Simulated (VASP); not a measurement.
# Ca (Fd-3m) in VASP: single point with PBE

Aim: the single point of Ca with PBE.

Everything below comes from runs of VASP 6.6.1. Logs are shortened: lines on timing, memory, paths and dates and some standing lists are left out, and cuts for length are marked.

**1. The cell of the first run**

The structure is cubic, space group Fd-3m (No. 227). The conventional cell has a = 8.619 Å, b = 8.619 Å, c = 8.619 Å, α = 90.00°, β = 90.00°, γ = 90.00°. Ca (site symmetry -43m) has 4 Ca at 3.73 Å within 4.9 Å.

This isn't the form of Ca at room conditions, which is fcc.

**2. Single point, PBE**

Input file INCAR:

```
SYSTEM = Ca
PREC = Accurate ; ENCUT = 520
EDIFF = 1E-6 ; ISMEAR = -1
SIGMA = 0.06122561905347299 ; LREAL = .FALSE.
LASPH = .TRUE. ; NELM = 60
ALGO = Normal ; ISIF = 2
LWAVE = .FALSE. ; LCHARG = .FALSE.
GGA = PE ; NBANDS = 17
```

Input file KPOINTS:

```
Automatic mesh
0
G
  22 22 22
  0 0 0
```

Input file POSCAR:

```
Ca
1.0
    0.0000000000      4.3097040618      4.3097040618
    4.3097040618      0.0000000000      4.3097040618
    4.3097040618      4.3097040618      0.0000000000
Ca
2
Direct
    0.0000000000      0.0000000000      0.0000000000
    0.2500000000      0.2500000000      0.2500000000
```

Potentials or basis: VASP PAW PBE potentials, release 64 (Ca_sv).

Run with:

```console
> cat potpaw_PBE.64/Ca_sv/POTCAR > POTCAR
> mpirun -np 1 vasp_std > vasp.out
```

OUTCAR:

```text
SYSTEM = Ca
   PREC = Accurate
   ENCUT = 520
   EDIFF = 1E-6
   ISMEAR = -1
   LREAL = .FALSE.
   LASPH = .TRUE.
   NELM = 60
   ISIF = 2
   GGA = PE

 ion  position               nearest neighbor table
   1  0.000  0.000  0.000-
   2  0.250  0.250  0.250-

  LATTYP: Found a face centered cubic cell.
 ALAT       =     8.6194081236

  Lattice vectors:

 A1 = (   0.0000000000,   4.3097040618,   4.3097040618)
 A2 = (   4.3097040618,   0.0000000000,   4.3097040618)
 A3 = (   4.3097040618,   4.3097040618,   0.0000000000)

Analysis of symmetry for initial positions (statically):
=====================================================================
 Subroutine PRICEL returns:
 Original cell was already a primitive cell.

 Routine SETGRP: Setting up the symmetry group for a
 face centered cubic supercell.

 Subroutine GETGRP returns: Found 48 space group operations
 (whereof 24 operations were pure point group operations)
 out of a pool of 48 trial point group operations.

The static configuration has the point symmetry T_d .
 The point group associated with its full space group is O_h .

Analysis of symmetry for dynamics (positions and initial velocities):
=====================================================================
 Subroutine PRICEL returns:
 Original cell was already a primitive cell.

 Routine SETGRP: Setting up the symmetry group for a
 face centered cubic supercell.

 Subroutine GETGRP returns: Found 48 space group operations
 (whereof 24 operations were pure point group operations)
 out of a pool of 48 trial point group operations.

The dynamic configuration has the point symmetry T_d .
 The point group associated with its full space group is O_h .

 Subroutine INISYM returns: Found 48 space group operations
 (whereof 24 operations are pure point group operations),
 and found     1 'primitive' translations

----------------------------------------------------------------------------------------

                                     Primitive cell

  volume of cell :     160.0930

  direct lattice vectors                    reciprocal lattice vectors
     0.000000000  4.309704062  4.309704062    -0.116017247  0.116017247  0.116017247
     4.309704062  0.000000000  4.309704062     0.116017247 -0.116017247  0.116017247
     4.309704062  4.309704062  0.000000000     0.116017247  0.116017247 -0.116017247

  length of vectors
     6.094841934  6.094841934  6.094841934     0.200947766  0.200947766  0.200947766

  position of ions in fractional coordinates (direct lattice)
     0.000000000  0.000000000  0.000000000
     0.250000000  0.250000000  0.250000000

  ion indices of the primitive-cell ions
   primitive index   ion index
                 1           1
                 2           2

----------------------------------------------------------------------------------------

 KPOINTS: Automatic mesh

Automatic generation of k-mesh.
 Grid dimensions read from file:
 generate k-points for:   22   22   22

 Generating k-lattice:

  Cartesian coordinates                     Fractional coordinates (reciprocal lattice)
    -0.005273511  0.005273511  0.005273511     0.045454545  0.000000000  0.000000000
     0.005273511 -0.005273511  0.005273511     0.000000000  0.045454545  0.000000000
     0.005273511  0.005273511 -0.005273511     0.000000000  0.000000000  0.045454545

  Length of vectors
     0.009133989  0.009133989  0.009133989

  Shift w.r.t. Gamma in fractional coordinates (k-lattice)
     0.000000000  0.000000000  0.000000000

 Subroutine IBZKPT returns following result:
 ===========================================

 Found    328 irreducible k-points:

 Following reciprocal coordinates:
            Coordinates               Weight
  0.000000  0.000000  0.000000      1.000000
  0.045455  0.000000  0.000000      8.000000
  0.090909  0.000000  0.000000      8.000000
  0.136364  0.000000  0.000000      8.000000
  0.181818  0.000000  0.000000      8.000000
  0.227273  0.000000  0.000000      8.000000
[... 16 lines left out ...]
  0.500000  0.045455  0.000000     24.000000
 -0.454545  0.045455  0.000000     24.000000
 [... further k-points ...]
   k-points           NKPTS =    328   k-points in BZ     NKDIM =    328   number of bands    NBANDS=     17
   number of dos      NEDOS =    301   number of ions     NIONS =      2
   total plane-waves  NPLWV = 110592
   dimension x,y,z NGX =    48 NGY =   48 NGZ =   48
   dimension x,y,z NGXF=    96 NGYF=   96 NGZF=   96
   ions per type =               2
   NGX,Y,Z   is equivalent  to a cutoff of  13.09, 13.09, 13.09 a.u.
   NGXF,Y,Z  is equivalent  to a cutoff of  26.19, 26.19, 26.19 a.u.
 SYSTEM =  Ca
   PREC   = accura    normal or accurate (medium, high low for compatibility)
   ISTART =      0    job   : 0-new  1-cont  2-samecut
   ICHARG =      2    charge: 1-file 2-atom 10-const
   ISPIN  =      1    spin polarized calculation?
   LNONCOLLINEAR =      F non collinear calculations
   LSORBIT =      F    spin-orbit coupling
   LASPH  =      T    aspherical Exc in radial PAW
   ENCUT  =  520.0 eV  38.22 Ry    6.18 a.u.  11.33 11.33 11.33*2*pi/ulx,y,z
   NELM   =     60;   NELMIN=  2; NELMDL= -5     # of ELM steps
   EDIFF  = 0.1E-05   stopping-criterion for ELM
   LREAL  =      F    real-space projection
   EDIFFG = 0.1E-04   stopping-criterion for IOM
   NSW    =      0    number of steps for IOM
   IBRION =     -1    ionic relax: 0-MD 1-quasi-New 2-CG
   NFREE  =      0    steps in history (QN), initial steepest desc. (CG)
   ISIF   =      2    stress and relaxation
   ISYM   =      2    0-nonsym 1-usesym 2-fastsym
   POTIM  = 0.5000    time-step for ionic-motion
   TEBEG  =    0.0;   TEEND  =   0.0 temperature during run
   PSTRESS=    0.0 pullay stress
   NELECT =      20.0000    total number of electrons
   NUPDOWN=      -1.0000    fix difference up-down
   EMIN   =  10.00;   EMAX   =-10.00  energy-range for DOS
   EFERMI =   0.00;   METHOD = LEGACY
   ISMEAR =    -1;   SIGMA  =   0.06  broadening in eV -4-tet -1-fermi 0-gaus
   EFERMI_NEDOS =   21; number of points for ismear=-14 and -15
   IALGO  =     38    algorithm
   IMIX   =      4    mixing-type and parameters
     AMIX     =   0.40;   BMIX     =  1.00
     AMIX_MAG =   1.60;   BMIX_MAG =  1.00
  volume/ion in A,a.u.               =      80.05       540.18
  Fermi-wavevector in a.u.,A,eV,Ry     =   0.818391  1.546534  9.112685  0.669763
  Thomas-Fermi vector in A             =   1.929009
   LORBIT       =      0    0 simple, 1 ext, 2 COOP (PROOUT), +10 PAW based schemes
   GGA     = PE    functional components
   LHFCALC =     F    Hartree Fock is set to
   AEXX    =    0.0000 exact exchange contribution
   IVDW    =     0    specifies the selected vdW correction
   LEPSILON=     F    determine dielectric tensor
   LRPA    =     F    only Hartree local field effects (RPA)
 non-spin polarized calculation
  energy-cutoff  :      520.00
  volume of cell :      160.09
 maximum number of plane-waves:      4338
 NGX is ok and might be reduce to    48
   NGX = 23   NGY = 23   NGZ = 23

 number of electron      20.0000000 magnetization

 Free energy of the ion-electron system (eV)
  ---------------------------------------------------
  ext. energy  EPLUGINS =         0.00000000
  ---------------------------------------------------
  free energy    TOTEN  =        -1.79132971 eV

  energy without entropy =       -1.74899040  energy(sigma->0) =       -1.77016005

 E-fermi :  -0.0768     XC(G=0):  -5.8008

 val. band max:       -0.0834170823   @ k =   0.3636   0.3182   0.0455
 cond. band min:      -0.0727265457   @ k =  -0.4545   0.3636   0.0455
 fundamental gap:      0.0106905366
 Fermi energy:        -0.0767916628

 k-point     1 :       0.0000    0.0000    0.0000
  band No.  band energies     occupation
      1     -43.2819      2.00000
      2     -43.2660      2.00000
      3     -24.2614      2.00000
      4     -24.2614      2.00000
      5     -24.2614      2.00000
      6     -24.2030      2.00000
[... 9 lines left out ...]
     16       1.3016      0.00000
     17       1.3016      0.00000

 k-point     2 :       0.0455    0.0000    0.0000
  band No.  band energies     occupation
      1     -43.2818      2.00000
      2     -43.2660      2.00000
      3     -24.2615      2.00000
      4     -24.2615      2.00000
      5     -24.2614      2.00000
      6     -24.2031      2.00000
[... 9 lines left out ...]
     16       1.3022      0.00000
     17       1.3022      0.00000

 k-point     3 :       0.0909    0.0000    0.0000
  band No.  band energies     occupation
      1     -43.2817      2.00000
      2     -43.2662      2.00000
      3     -24.2619      2.00000
      4     -24.2619      2.00000
      5     -24.2612      2.00000
      6     -24.2033      2.00000
[... 9 lines left out ...]
     16       1.3046      0.00000
     17       1.3046      0.00000

 k-point     4 :       0.1364    0.0000    0.0000
  band No.  band energies     occupation
      1     -43.2814      2.00000
      2     -43.2665      2.00000
      3     -24.2624      2.00000
      4     -24.2624      2.00000
      5     -24.2608      2.00000
      6     -24.2037      2.00000
[... 9 lines left out ...]
     16       1.3115      0.00000
     17       1.3115      0.00000
[... 343 lines left out ...]
      1     -43.2781      2.00000
      2     -43.2698      2.00000
      3     -24.2669      2.00000
      4     -24.2667      2.00000
      5     -24.2571      2.00000
      6     -24.2080      2.00000
[... 9 lines left out ...]
     16       1.5791      0.00000
     17       1.6036      0.00000

 k-point    23 :       0.5000    0.0455    0.0000
  band No.  band energies     occupation
      1     -43.2779      2.00000
      2     -43.2700      2.00000
      3     -24.2672      2.00000
      4     -24.2668      2.00000
      5     -24.2570      2.00000
      6     -24.2081      2.00000
[... 9 lines left out ...]
     16       1.6169      0.00000
     17       1.6187      0.00000

 k-point    24 :      -0.4545    0.0455    0.0000
  band No.  band energies     occupation
      1     -43.2779      2.00000
      2     -43.2699      2.00000
      3     -24.2672      2.00000
      4     -24.2667      2.00000
      5     -24.2570      2.00000
      6     -24.2081      2.00000
[... 9 lines left out ...]
     16       1.6001      0.00000
     17       1.6250      0.00000

 [... further k-points ...]

------------------------ aborting loop because EDIFF is reached ----------------------------------------

  FORCE on cell =-STRESS in cart. coord.  units (eV):
  Direction    XX          YY          ZZ          XY          YZ          ZX
  --------------------------------------------------------------------------------------
  -------------------------------------------------------------------------------------
  Total       -0.0072685     -0.0072685     -0.0072685      0.0000000      0.0000000      0.0000000
  in kB       -0.0727419     -0.0727419     -0.0727419      0.0000000      0.0000000      0.0000000
  external PRESSURE =      -0.0727419 kB  Pullay stress =       0.0000000 kB

 VOLUME and BASIS-vectors are now :
 -----------------------------------------------------------------------------
  energy-cutoff  :      520.00
  volume of cell :      160.09
      direct lattice vectors                 reciprocal lattice vectors
     0.000000000  4.309704062  4.309704062    -0.116017247  0.116017247  0.116017247
     4.309704062  0.000000000  4.309704062     0.116017247 -0.116017247  0.116017247
     4.309704062  4.309704062  0.000000000     0.116017247  0.116017247 -0.116017247

 POSITION                                       TOTAL-FORCE (eV/Angst)
 -----------------------------------------------------------------------------------
      0.00000      0.00000      0.00000         0.000000      0.000000     -0.000000
      2.15485      2.15485      2.15485        -0.000000     -0.000000      0.000000
 -----------------------------------------------------------------------------------
    total drift:                               -0.000000     -0.000000     -0.000000

  FREE ENERGIE OF THE ION-ELECTRON SYSTEM (eV)
  ---------------------------------------------------
  free  energy   TOTEN  =        -1.7913297111 eV

  energy  without entropy=       -1.7489903964  energy(sigma->0) =       -1.77016005
```

It took 14 min on 1 thread of Intel Xeon 8259CL, shared host; peak memory 0.88 GiB.

What came out:

| Quantity | Value |
| --- | --- |
| Free energy | -1.7913 eV |
| Pressure | 0.0 GPa |
| Band gap on the k mesh | zero (bands 10 and 11 overlap by 0.78 eV) |

Levels at points of the mesh, in eV from the Fermi level:
```csv
k point,band 7,band 8,band 9,band 10,band 11,band 12,band 13,band 14
"(0.00, 0.00, 0.00)",-24.13,-24.13,-2.99,0.61,0.61,0.61,0.85,0.85
"(0.50, 0.00, 0.00)",-24.12,-24.12,-1.89,-0.88,0.70,0.72,0.72,0.77
"(0.50, 0.50, 0.00)",-24.12,-24.12,-1.09,-1.09,0.21,0.21,0.75,0.75
```
